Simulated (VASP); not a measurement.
# HfC (Fm-3m) in VASP: a series of runs

Runs on HfC. Level: LDA. Tasks: electric field gradients.

Everything below comes from runs of VASP 6.6.1. Logs are shortened: lines on timing, memory, paths and dates and some standing lists are left out, and cuts for length are marked.

## (1) The cell of the first run

It takes space group Fm-3m (No. 225, cubic). The conventional cell has a = 4.619 Å, b = 4.619 Å, c = 4.619 Å, α = 90.00°, β = 90.00°, γ = 90.00°. Hf (site symmetry m-3m) has 6 C at 2.31 Å within 3.1 Å. C (site symmetry m-3m) has 6 Hf at 2.31 Å within 3.1 Å.

## (2) Electric field gradients, LDA (volume scaled by 0.98)

File INCAR:

```
SYSTEM = HfC
  ALGO = Normal
  EDIFF = 1E-8
  ENCUT = 520
  GGA = CA
  ISIF = 2
  ISMEAR = -1
  LASPH = .TRUE.
  LCHARG = .FALSE.
  LEFG = .TRUE.
  LREAL = .FALSE.
  LWAVE = .FALSE.
  NBANDS = 14
  NELM = 60
  PREC = Accurate
  SIGMA = 0.05
```

File KPOINTS:

```
k-points
0
G
  12 12 12
  0 0 0
```

File POSCAR:

```
HfC
1.0
    0.0000000000      2.3093955030      2.3093955030
    2.3093955030      0.0000000000      2.3093955030
    2.3093955030      2.3093955030      0.0000000000
Hf C
1 1
Direct
    0.5000000000      0.5000000000      0.5000000000
    0.0000000000      0.0000000000      0.0000000000
```

Potentials or basis: VASP PAW LDA potentials, release 64 (Hf_pv, C).

Started as:

```bash
$ cat potpaw_LDA.64/Hf_pv/POTCAR potpaw_LDA.64/C/POTCAR > POTCAR
$ mpirun -np 1 vasp_std > vasp.out
```

OUTCAR:

```text
SYSTEM = HfC
   EDIFF = 1E-8
   ENCUT = 520
   GGA = CA
   ISIF = 2
   ISMEAR = -1
   LASPH = .TRUE.
   LREAL = .FALSE.
   NELM = 60
   PREC = Accurate

 ion  position               nearest neighbor table
   1  0.500  0.500  0.500-   2 2.31   2 2.31   2 2.31   2 2.31   2 2.31   2 2.31
   2  0.000  0.000  0.000-   1 2.31   1 2.31   1 2.31   1 2.31   1 2.31   1 2.31

  LATTYP: Found a face centered cubic cell.
 ALAT       =     4.6187910060

  Lattice vectors:

 A1 = (   0.0000000000,   2.3093955030,   2.3093955030)
 A2 = (   2.3093955030,   0.0000000000,   2.3093955030)
 A3 = (   2.3093955030,   2.3093955030,   0.0000000000)

Analysis of symmetry for initial positions (statically):
=====================================================================
 Subroutine PRICEL returns:
 Original cell was already a primitive cell.

 Routine SETGRP: Setting up the symmetry group for a
 face centered cubic supercell.

 Subroutine GETGRP returns: Found 48 space group operations
 (whereof 48 operations were pure point group operations)
 out of a pool of 48 trial point group operations.

The static configuration has the point symmetry O_h .

Analysis of symmetry for dynamics (positions and initial velocities):
=====================================================================
 Subroutine PRICEL returns:
 Original cell was already a primitive cell.

 Routine SETGRP: Setting up the symmetry group for a
 face centered cubic supercell.

 Subroutine GETGRP returns: Found 48 space group operations
 (whereof 48 operations were pure point group operations)
 out of a pool of 48 trial point group operations.

The dynamic configuration has the point symmetry O_h .

 Subroutine INISYM returns: Found 48 space group operations
 (whereof 48 operations are pure point group operations),
 and found     1 'primitive' translations

----------------------------------------------------------------------------------------

                                     Primitive cell

  volume of cell :      24.6334

  direct lattice vectors                    reciprocal lattice vectors
     0.000000000  2.309395503  2.309395503    -0.216506873  0.216506873  0.216506873
     2.309395503  0.000000000  2.309395503     0.216506873 -0.216506873  0.216506873
     2.309395503  2.309395503  0.000000000     0.216506873  0.216506873 -0.216506873

  length of vectors
     3.265978441  3.265978441  3.265978441     0.375000905  0.375000905  0.375000905

  position of ions in fractional coordinates (direct lattice)
     0.500000000  0.500000000  0.500000000
     0.000000000  0.000000000  0.000000000

  ion indices of the primitive-cell ions
   primitive index   ion index
                 1           1
                 2           2

----------------------------------------------------------------------------------------

 KPOINTS: k-points

Automatic generation of k-mesh.
 Grid dimensions read from file:
 generate k-points for:   12   12   12

 Generating k-lattice:

  Cartesian coordinates                     Fractional coordinates (reciprocal lattice)
    -0.018042239  0.018042239  0.018042239     0.083333333  0.000000000  0.000000000
     0.018042239 -0.018042239  0.018042239     0.000000000  0.083333333  0.000000000
     0.018042239  0.018042239 -0.018042239     0.000000000  0.000000000  0.083333333

  Length of vectors
     0.031250075  0.031250075  0.031250075

  Shift w.r.t. Gamma in fractional coordinates (k-lattice)
     0.000000000  0.000000000  0.000000000

 Subroutine IBZKPT returns following result:
 ===========================================

 Found     72 irreducible k-points:

 Following reciprocal coordinates:
            Coordinates               Weight
  0.000000  0.000000  0.000000      1.000000
  0.083333  0.000000  0.000000      8.000000
  0.166667  0.000000  0.000000      8.000000
  0.250000  0.000000  0.000000      8.000000
  0.333333  0.000000  0.000000      8.000000
  0.416667  0.000000  0.000000      8.000000
[... 16 lines left out ...]
  0.500000  0.166667  0.000000     24.000000
 -0.416667  0.166667  0.000000     24.000000
 [... further k-points ...]
   k-points           NKPTS =     72   k-points in BZ     NKDIM =     72   number of bands    NBANDS=     14
   number of dos      NEDOS =    301   number of ions     NIONS =      2
   total plane-waves  NPLWV =  13824
   dimension x,y,z NGX =    24 NGY =   24 NGZ =   24
   dimension x,y,z NGXF=    48 NGYF=   48 NGZF=   48
   ions per type =               1   1
   NGX,Y,Z   is equivalent  to a cutoff of  12.22, 12.22, 12.22 a.u.
   NGXF,Y,Z  is equivalent  to a cutoff of  24.43, 24.43, 24.43 a.u.
 SYSTEM =  HfC
   PREC   = accura    normal or accurate (medium, high low for compatibility)
   ISTART =      0    job   : 0-new  1-cont  2-samecut
   ICHARG =      2    charge: 1-file 2-atom 10-const
   ISPIN  =      1    spin polarized calculation?
   LNONCOLLINEAR =      F non collinear calculations
   LSORBIT =      F    spin-orbit coupling
   LASPH  =      T    aspherical Exc in radial PAW
   ENCUT  =  520.0 eV  38.22 Ry    6.18 a.u.   6.07  6.07  6.07*2*pi/ulx,y,z
   NELM   =     60;   NELMIN=  2; NELMDL= -5     # of ELM steps
   EDIFF  = 0.1E-07   stopping-criterion for ELM
   LREAL  =      F    real-space projection
   EDIFFG = 0.1E-06   stopping-criterion for IOM
   NSW    =      0    number of steps for IOM
   IBRION =     -1    ionic relax: 0-MD 1-quasi-New 2-CG
   NFREE  =      0    steps in history (QN), initial steepest desc. (CG)
   ISIF   =      2    stress and relaxation
   ISYM   =      2    0-nonsym 1-usesym 2-fastsym
   POTIM  = 0.5000    time-step for ionic-motion
   TEBEG  =    0.0;   TEEND  =   0.0 temperature during run
   PSTRESS=    0.0 pullay stress
   NELECT =      14.0000    total number of electrons
   NUPDOWN=      -1.0000    fix difference up-down
   EMIN   =  10.00;   EMAX   =-10.00  energy-range for DOS
   EFERMI =   0.00;   METHOD = LEGACY
   ISMEAR =    -1;   SIGMA  =   0.05  broadening in eV -4-tet -1-fermi 0-gaus
   EFERMI_NEDOS =   21; number of points for ismear=-14 and -15
   IALGO  =     38    algorithm
   IMIX   =      4    mixing-type and parameters
     AMIX     =   0.40;   BMIX     =  1.00
     AMIX_MAG =   1.60;   BMIX_MAG =  1.00
  volume/ion in A,a.u.               =      12.32        83.12
  Fermi-wavevector in a.u.,A,eV,Ry     =   1.356050  2.562564 25.019385  1.838873
  Thomas-Fermi vector in A             =   2.483086
   LORBIT       =      0    0 simple, 1 ext, 2 COOP (PROOUT), +10 PAW based schemes
   GGA     = CA    functional components
   LHFCALC =     F    Hartree Fock is set to
   AEXX    =    0.0000 exact exchange contribution
   IVDW    =     0    specifies the selected vdW correction
   LEPSILON=     F    determine dielectric tensor
   LRPA    =     F    only Hartree local field effects (RPA)
 non-spin polarized calculation
  energy-cutoff  :      520.00
  volume of cell :       24.63
 maximum number of plane-waves:       684
   NGX = 13   NGY = 13   NGZ = 13

 number of electron      14.0000002 magnetization

 Free energy of the ion-electron system (eV)
  ---------------------------------------------------
  ext. energy  EPLUGINS =         0.00000000
  ---------------------------------------------------
  free energy    TOTEN  =       -22.88095750 eV

  energy without entropy =      -22.87850576  energy(sigma->0) =      -22.87973163

 E-fermi :   6.0365     XC(G=0): -12.5866

 val. band max:        5.9814430627   @ k =   0.5000   0.5000   0.0000
 cond. band min:       6.0865792045   @ k =   0.4167   0.3333   0.0000
 fundamental gap:      0.1051361418
 Fermi energy:         6.0365459029

 k-point     1 :       0.0000    0.0000    0.0000
  band No.  band energies     occupation
      1     -23.2970      2.00000
      2     -23.2970      2.00000
      3     -23.2970      2.00000
      4      -6.2359      2.00000
      5       7.0449      0.00000
      6       7.0449      0.00000
      7       7.0449      0.00000
      8       7.3145      0.00000
      9       7.3145      0.00000
     10       7.3145      0.00000
     11       9.3928      0.00000
     12       9.3928      0.00000
     13      13.2018      0.00000
     14      17.1104      0.00000
[... 377 lines left out ...]
      1     -23.9688      2.00000
      2     -23.5093      2.00000
      3     -23.4001      2.00000
      4      -2.7335      2.00000
      5       0.5264      2.00000
      6       3.2033      2.00000
      7       3.2553      2.00000
      8      10.2471      0.00000
      9      11.0263      0.00000
     10      11.2628      0.00000
     11      14.8284      0.00000
     12      16.2511      0.00000
     13      17.1150      0.00000
     14      18.9530      0.00000

 [... further k-points ...]

------------------------ aborting loop because EDIFF is reached ----------------------------------------

  FORCE on cell =-STRESS in cart. coord.  units (eV):
  Direction    XX          YY          ZZ          XY          YZ          ZX
  --------------------------------------------------------------------------------------
  -------------------------------------------------------------------------------------
  Total       -1.0639897     -1.0639897     -1.0639897     -0.0000000      0.0000000      0.0000000
  in kB      -69.2027069    -69.2027069    -69.2027069     -0.0000000      0.0000000      0.0000000
  external PRESSURE =     -69.2027069 kB  Pullay stress =       0.0000000 kB

 VOLUME and BASIS-vectors are now :
 -----------------------------------------------------------------------------
  energy-cutoff  :      520.00
  volume of cell :       24.63
      direct lattice vectors                 reciprocal lattice vectors
     0.000000000  2.309395503  2.309395503    -0.216506873  0.216506873  0.216506873
     2.309395503  0.000000000  2.309395503     0.216506873 -0.216506873  0.216506873
     2.309395503  2.309395503  0.000000000     0.216506873  0.216506873 -0.216506873

 POSITION                                       TOTAL-FORCE (eV/Angst)
 -----------------------------------------------------------------------------------
      2.30940      2.30940      2.30940         0.000000     -0.000000      0.000000
      0.00000      0.00000      0.00000        -0.000000      0.000000     -0.000000
 -----------------------------------------------------------------------------------
    total drift:                                0.000000     -0.000000      0.000000

  FREE ENERGIE OF THE ION-ELECTRON SYSTEM (eV)
  ---------------------------------------------------
  free  energy   TOTEN  =       -22.8809574971 eV

  energy  without entropy=      -22.8785057587  energy(sigma->0) =      -22.87973163

 Electric field gradients (V/A^2)
---------------------------------------------------------------------
 ion       V_xx      V_yy      V_zz      V_xy      V_xz      V_yz
---------------------------------------------------------------------
   1       0.000    -0.000     0.000    -0.000    -0.000    -0.000
   2      -0.000     0.000     0.000     0.000     0.000     0.000
---------------------------------------------------------------------

 Electric field gradients after diagonalization (V/A^2)
 (convention: |V_zz| > |V_xx| > |V_yy|)
----------------------------------------------------------------------
 ion       V_xx      V_yy      V_zz     asymmetry (V_yy - V_xx)/ V_zz
----------------------------------------------------------------------
   1       0.000     0.000    -0.000       0.000
   2      -0.000    -0.000     0.001       0.000
----------------------------------------------------------------------

           NMR quadrupolar parameters

 Cq : quadrupolar parameter    Cq=e*Q*V_zz/h
 eta: asymmetry parameters     (V_yy - V_xx)/ V_zz
 Q  : nuclear electric quadrupole moment in mb (millibarn)
----------------------------------------------------------------------
 ion       Cq(MHz)       eta       Q (mb)
----------------------------------------------------------------------
   1      -0.000       0.000       1.000
   2       0.000       0.000       1.000
----------------------------------------------------------------------
```

Run time: 6.8 s. Hardware: 1 thread of Intel Xeon 6975P-C (Granite Rapids), shared host; peak memory 0.14 GiB.

What came out:

| Property | Result |
| --- | --- |
| Free energy | -22.8810 eV |
| Pressure | -6.9 GPa |
| Band gap on the k mesh | zero (band 7 reaches 7.04 eV, above the bottom of band 8 at 5.60 eV) |

Levels at points of the mesh, in eV from the Fermi level:
```
           k point  band 3  band 4  band 5  band 6  band 7  band 8  band 9  band 10  band 11  band 12
(0.00, 0.00, 0.00)  -29.33  -12.27    1.01    1.01    1.01    1.28    1.28     1.28     3.36     3.36
(0.50, 0.00, 0.00)  -29.41   -8.32   -6.24   -3.09   -3.09    5.30    5.30     5.80     6.71    11.56
(0.50, 0.50, 0.00)  -29.59  -10.35   -2.50   -1.93   -0.06   -0.06    5.33     6.76     6.76     8.60
```

Caveat: without QUAD_EFG the Cq values of the log hold for a quadrupole moment of 1 mb, not for the nuclei; spin-orbit coupling is left out, which moves the levels of the heavy elements.

## (3) Electric field gradients, LDA (volume scaled by 0.98)

File INCAR:

```
  ALGO = Normal
  EDIFF = 1E-8
  ENCUT = 520
  GGA = CA
  ISIF = 2
  ISMEAR = -1
  LASPH = T
  LCHARG = F
  LEFG = T
  LREAL = F
  LWAVE = F
  NBANDS = 14
  NELM = 100
  PREC = Accurate
  SIGMA = 0.05
```

File KPOINTS:

```
k-points
0
Gamma
  12 12 12
```

POSCAR is that of step 2.

Potentials or basis: VASP PAW LDA potentials, release 64 (Hf_pv, C).

Started as:

```bash
$ cat potpaw_LDA.64/Hf_pv/POTCAR potpaw_LDA.64/C/POTCAR > POTCAR
$ mpirun -np 1 vasp_std > vasp.out
```

OUTCAR:

```text
EDIFF = 1E-8
   ENCUT = 520
   GGA = CA
   ISIF = 2
   ISMEAR = -1
   LASPH = T
   LREAL = F
   NELM = 100
   PREC = Accurate

 ion  position               nearest neighbor table
   1  0.500  0.500  0.500-   2 2.31   2 2.31   2 2.31   2 2.31   2 2.31   2 2.31
   2  0.000  0.000  0.000-   1 2.31   1 2.31   1 2.31   1 2.31   1 2.31   1 2.31

  LATTYP: Found a face centered cubic cell.
 ALAT       =     4.6187910060

  Lattice vectors:

 A1 = (   0.0000000000,   2.3093955030,   2.3093955030)
 A2 = (   2.3093955030,   0.0000000000,   2.3093955030)
[... 619 lines left out ...]
  ---------------------------------------------------
  free  energy   TOTEN  =       -22.8809574971 eV

  energy  without entropy=      -22.8785057587  energy(sigma->0) =      -22.87973163

 Electric field gradients (V/A^2)
---------------------------------------------------------------------
 ion       V_xx      V_yy      V_zz      V_xy      V_xz      V_yz
---------------------------------------------------------------------
   1       0.000    -0.000     0.000    -0.000    -0.000    -0.000
   2      -0.000     0.000     0.000     0.000     0.000     0.000
---------------------------------------------------------------------

 Electric field gradients after diagonalization (V/A^2)
 (convention: |V_zz| > |V_xx| > |V_yy|)
----------------------------------------------------------------------
 ion       V_xx      V_yy      V_zz     asymmetry (V_yy - V_xx)/ V_zz
----------------------------------------------------------------------
   1       0.000     0.000    -0.000       0.000
   2      -0.000    -0.000     0.001       0.000
----------------------------------------------------------------------

           NMR quadrupolar parameters

 Cq : quadrupolar parameter    Cq=e*Q*V_zz/h
 eta: asymmetry parameters     (V_yy - V_xx)/ V_zz
 Q  : nuclear electric quadrupole moment in mb (millibarn)
----------------------------------------------------------------------
 ion       Cq(MHz)       eta       Q (mb)
----------------------------------------------------------------------
   1      -0.000       0.000       1.000
   2       0.000       0.000       1.000
----------------------------------------------------------------------
```

OSZICAR:

```text
N       E                     dE             d eps       ncg     rms          rms(c)
DAV:   1     0.217511196944E+02    0.21751E+02   -0.79085E+03  2016   0.985E+02
DAV:   2    -0.244922727667E+02   -0.46243E+02   -0.43435E+02  2682   0.200E+02
DAV:   3    -0.260367012006E+02   -0.15444E+01   -0.15393E+01  2412   0.266E+01
DAV:   4    -0.260437300932E+02   -0.70289E-02   -0.70283E-02  2416   0.221E+00
DAV:   5    -0.260437761333E+02   -0.46040E-04   -0.46039E-04  2406   0.159E-01    0.601E+01
DAV:   6    -0.229798594589E+02    0.30639E+01   -0.12353E+01  2334   0.183E+01    0.428E+01
DAV:   7    -0.229041042930E+02    0.75755E-01   -0.67183E-01  2472   0.531E+00    0.254E+01
DAV:   8    -0.228895843610E+02    0.14520E-01   -0.10325E-01  2466   0.210E+00    0.630E+00
DAV:   9    -0.228814339696E+02    0.81504E-02   -0.32995E-02  2298   0.935E-01    0.202E+00
DAV:  10    -0.228809620879E+02    0.47188E-03   -0.19127E-03  2434   0.311E-01    0.703E-02
DAV:  11    -0.228809582527E+02    0.38351E-05   -0.95715E-05  2358   0.785E-02    0.702E-02
DAV:  12    -0.228809578362E+02    0.41650E-06   -0.15377E-06  2568   0.101E-02    0.311E-02
DAV:  13    -0.228809574902E+02    0.34605E-06   -0.91570E-07  2316   0.493E-03    0.137E-03
DAV:  14    -0.228809574971E+02   -0.69085E-08   -0.28638E-08  2358   0.129E-03
   1 F= -.22880957E+02 E0= -.22879732E+02  d E =-.245174E-02
```

It took 6.9 s on 1 thread of Intel Xeon 6975P-C (Granite Rapids), shared host; peak memory 0.14 GiB.

Results:

```
Free energy            : -22.8810 eV
Pressure               : -6.9 GPa
Band gap on the k mesh : zero (band 7 reaches 7.04 eV, above the bottom of band 8 at 5.60 eV)
```

Levels at points of the mesh, in eV from the Fermi level:
| k point | band 5 | band 6 | band 7 | band 8 | band 9 | band 10 |
| --- | --- | --- | --- | --- | --- | --- |
| (0.00, 0.00, 0.00) | 1.01 | 1.01 | 1.01 | 1.28 | 1.28 | 1.28 |
| (0.50, 0.00, 0.00) | -6.24 | -3.09 | -3.09 | 5.30 | 5.30 | 5.80 |
| (0.50, 0.50, 0.00) | -2.50 | -1.93 | -0.06 | -0.06 | 5.33 | 6.76 |

Caveat: without QUAD_EFG the Cq values of the log hold for a quadrupole moment of 1 mb, not for the nuclei; spin-orbit coupling is left out, which moves the levels of the heavy elements.
